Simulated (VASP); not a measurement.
Here is a VASP 6.6.1 calculation.

File INCAR:

```
SYSTEM = P
PREC = Accurate
ENCUT = 520
EDIFF = 1E-6
ISMEAR = -1
SIGMA = 0.05
LREAL = .False.
LASPH = .True.
NELM = 100
ALGO = Normal
ISIF = 2
LWAVE = .False.
LCHARG = .False.
NBANDS = 12
```

File KPOINTS:

```
Automatic mesh
0
Gamma
  9 9 9
  0 0 0
```

File POSCAR:

```
P
1.0
    1.7141427808      0.9896607960      3.1086748154
   -1.7141427808      0.9896607960      3.1086748154
    0.0000000000     -1.9793215919      3.1086748154
P
2
Direct
    0.7729197500      0.7729197500      0.7729197500
    0.2270802500      0.2270802500      0.2270802500
```

Potentials or basis: VASP PAW LDA potentials, release 64 (P).

Command:

```console
$ cat potpaw_LDA.64/P/POTCAR > POTCAR
$ mpirun -np 1 vasp_std > vasp.out
```

Q: What does it give for the band gap on the k mesh?

A: Zero (band 5 reaches 9.75 eV, above the bottom of band 6 at 8.99 eV).

Q: Predict the largest force.

A: 0.271 eV/Å.

Q: Predict the pressure.

A: -1.5 GPa.

Stress tensor (GPa, compression positive):
```
-0.86  0.00  0.00
 0.00 -0.86  0.00
 0.00  0.00 -2.81
```
